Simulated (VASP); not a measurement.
Runs of VASP 6.6.1 on Na. The structure is that of space group P6_3/mmc (No. 194), or close to it. The cells are those of the table. 

| cell | gap on the mesh (eV) | pressure (GPa) |
| --- | --- | --- |
| a = 2.940, b = 2.940, c = 9.680 Å, angles 90.0, 90.0, 120.0°, 4 atoms | none | (a) |
| a = 3.136, b = 3.136, c = 10.323 Å, angles 90.0, 90.0, 120.0°, 4 atoms | none | 10.1 |
| a = 2.820, b = 2.820, c = 9.277 Å, angles 90.0, 90.0, 120.0°, 4 atoms | none | (b) |
| a = 2.734, b = 2.734, c = 8.994 Å, angles 90.0, 90.0, 120.0°, 4 atoms | none | 40.2 |
| a = 3.704, b = 3.704, c = 12.208 Å, angles 90.0, 90.0, 120.0°, 4 atoms | none | 0.0 |

Alike in all rows: task single point; level PBEsol; potentials or basis VASP PAW PBE potentials, release 64 (Na_pv); no spin polarisation; k mesh 7 × 7 × 2; cutoff (eV) 520; smearing methfessel-paxton 0.1 eV.

Fill in the values left out.

(a) 20.1; (b) 30.1.

Caveats: some runs use coarse meshes; the PAW data sets were made with another functional, which shifts forces and pressure a little.

A gap of «none» marks levels without a gap at the run's occupations.
